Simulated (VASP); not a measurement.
Wanted: the native input for a VASP 6.6.1 run.

```
Task                   : single point
Functional             : r2SCAN
Potentials or basis    : VASP PAW PBE potentials, release 64 (Tl_d, Sr_sv, Co)
Cutoff                 : 520 eV
k mesh                 : 9 × 9 × 9
Occupations            : methfessel-paxton, width 0.2331 eV
Spin                   : no spin polarisation
Dipole correction      : no
Further INCAR settings : ALGO = Normal; EDIFF = 1e-06; NBANDS = 35
```

SrTl2Co2:

```
Tl Sr Co
1.0
     0.00000    4.10052    0.00000
     4.10052    0.00000    0.00000
     2.05026    2.05026   -6.27400
Tl Sr Co
2 1 2
Cartesian
  2.0503 2.0503 -1.8508
  4.1005 4.1005 -4.4232
  0.0000 0.0000 0.0000
  2.0503 4.1005 -3.1370
  4.1005 2.0503 -3.1370
```

These files were run (other wordings do the same):

POSCAR

```
SrTl2Co2
1.0
    0.0000000000      4.1005230000      0.0000000000
    4.1005230000      0.0000000000      0.0000000000
    2.0502610000      2.0502610000     -6.2739950000
Tl Sr Co
2 1 2
Direct
    0.3525000000      0.3525000000      0.2950000000
    0.6475000000      0.6475000000      0.7050000000
    0.0000000000      0.0000000000      0.0000000000
    0.7500000000      0.2500000000      0.5000000000
    0.2500000000      0.7500000000      0.5000000000
```

INCAR.step1

```
SYSTEM = SrTl2Co2
PREC = Accurate ; ENCUT = 520
ISMEAR = 1 ; SIGMA = 0.2331
LREAL = .False. ; LASPH = .True.
NELM = 100 ; NBANDS = 35
GGA = PE ; ALGO = Normal
EDIFF = 1E-4 ; LWAVE = .True.
LCHARG = .False.
```

INCAR.step2

```
SYSTEM = SrTl2Co2
PREC = Accurate ; ENCUT = 520
EDIFF = 1E-6 ; ISMEAR = 1
SIGMA = 0.2331 ; LREAL = .False.
LASPH = .True. ; NELM = 100
ALGO = Normal ; ISIF = 2
LWAVE = .False. ; LCHARG = .False.
METAGGA = R2SCAN ; LMIXTAU = .True.
NBANDS = 35 ; ISTART = 1
```

KPOINTS

```
regular mesh
0
Gamma
  9 9 9
  0 0 0
```

Potentials or basis: VASP PAW PBE potentials, release 64 (Tl_d, Sr_sv, Co).

Run with:

```bash
$ cat potpaw_PBE.64/Tl_d/POTCAR potpaw_PBE.64/Sr_sv/POTCAR potpaw_PBE.64/Co/POTCAR > POTCAR
$ cp INCAR.step1 INCAR
$ mpirun -np 1 vasp_std > vasp.out
$ cp INCAR.step2 INCAR
$ mpirun -np 1 vasp_std > vasp.out
```

Results of the run:

- Pressure: 9.9 GPa
- Largest force: 2.338 eV/Å
- Band gap on the k mesh: zero (bands 27 and 28 overlap by 1.17 eV)

Caveat: the stress differs along the axes, from 5 to 12 GPa; the PAW data sets were made with another functional, which shifts forces and pressure a little; spin-orbit coupling is left out, which moves the levels of the heavy elements; the run has no spin polarisation, though such a crystal can be magnetic.

Wall time 8.5 min on 1 thread of Intel(R) Xeon(R) 6975P-C (Granite Rapids) (shared host), peak memory 0.41 GiB.
